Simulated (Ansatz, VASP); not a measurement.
# One calculation of CaC2, two programs

```
Ca C
1.0
    -1.93430    1.93430    3.20211
     1.93430   -1.93430    3.20211
     1.93430    1.93430   -3.20211
Ca C
1 2
Direct
  0.00000 0.00000 0.00000
  0.59789 0.59789 0.00000
  0.40211 0.40211 0.00000
```

Alike in both runs: task single point; functional LDA; k mesh 10 × 10 × 10; occupations gaussian, width 0.05 eV; no spin polarisation.

|  | VASP | Ansatz |
| --- | --- | --- |
| version | VASP 6.6.1 | Ansatz 0.2.0 |
| potentials or method | VASP PAW LDA potentials, release 64 (Ca_sv, C), cutoff 520 eV | scalar-relativistic, plane waves, PAW |
| valence electrons in the cell | 18 | 18 |

Ansatz gave:

* gap on the k mesh at the Fermi level (eV): 1.18
* least direct gap on the mesh (eV): 2.24
* pressure (GPa): -4.5
* traceless stress, the component that is largest in VASP (GPa): -0.76
* rms of the force components (eV/Å): 0.043

Task: Which values does VASP return?

Result: gap on the k mesh at the Fermi level (eV): 1.17; least direct gap on the mesh (eV): 2.23; pressure (GPa): -4.1; traceless stress, the component that is largest in VASP (GPa): -0.44; rms of the force components (eV/Å): 0.087.

LDA's correlation is that of Perdew and Zunger in VASP and of Perdew and Wang (1992) in Ansatz. Atom by atom the forces differ by 0.043 eV/Å (rms over components).
